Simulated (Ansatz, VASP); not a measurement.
# One calculation of CoO, two programs

The input INCAR:

```
PREC = Accurate ; ENCUT = 520
EDIFF = 1E-6 ; ISMEAR = 0
SIGMA = 0.15 ; LREAL = False
LASPH = True ; NELM = 150
ALGO = Normal ; ISIF = 2
LWAVE = False ; LCHARG = False
ISPIN = 2 ; MAGMOM = 2.64 0.33
LORBIT = 11 ; LMAXMIX = 4
GGA = PS ; NBANDS = 18
```

The input KPOINTS:

```
Automatic mesh
0
Gamma
  18 18 18
```

Contents of POSCAR:

```
CoO
1.0
    1.5656883263      0.9039505767      2.4399269062
   -1.5656883263      0.9039505767      2.4399269062
    0.0000000000     -1.8079011533      2.4399269062
Co O
1 1
Direct
    0.0000000000      0.0000000000      0.0000000000
    0.5000000000      0.5000000000      0.5000000000
```

Input for Ansatz:

```yaml
crystal:
  lattice:
    - [1.5656883263, 0.9039505767, 2.4399269062]
    - [-1.5656883263, 0.9039505767, 2.4399269062]
    - [0.0, -1.8079011533, 2.4399269062]
  atoms:
    - { symbol: Co, position: [0.0, 0.0, 0.0], spin: 2.64 }
    - { symbol: O, position: [0.5, 0.5, 0.5], spin: 0.33 }
basis:
  ecutwfc: 420
kpoints:
  mp_grid: { grid: [18, 18, 18] }
hamiltonian:
  xc: pbesol
scf:
  occupations: { method: gaussian, width: 0.15 }
output:
  forces: true
  stress: true
  eigenvalues: true
  populations: true
magnetization:
  spin_polarized: true
```

Change from the starting cell: strain +0.040 along x and y, +0.000 along z, atoms carried along.

Alike in both runs: task single point; functional PBEsol; k mesh 18 × 18 × 18; occupations gaussian, width 0.15 eV; collinear spin.

|  | VASP | Ansatz |
| --- | --- | --- |
| version | VASP 6.6.1 | Ansatz 0.2.0 |
| potentials or method | VASP PAW PBE potentials, release 64 (Co, O), cutoff 520 eV | scalar-relativistic, plane waves, PAW |
| valence electrons in the cell | 15 | 23 |

```csv
,VASP,Ansatz,Ansatz less VASP
gap on the k mesh at the Fermi level (eV),none,none,-
pressure (GPa),-20.6,-20.1,+0.45
"traceless stress, the component that is largest in VASP (GPa)",0.52,0.37,-0.141
net moment per atom (μB),1.49,1.50,+0.003
size of the moment on the site where the two differ most (μB),2.61,2.54,-0.064
```

VASP's potentials were made for PBE, not for PBEsol. Site moments also hang on the region over which each program counts them. A gap of «none» marks a metal or a gap that the smearing closes. VASP's potentials hold 15 valence electrons a cell and Ansatz's 23, so a difference there can come from the potentials and not from the codes.
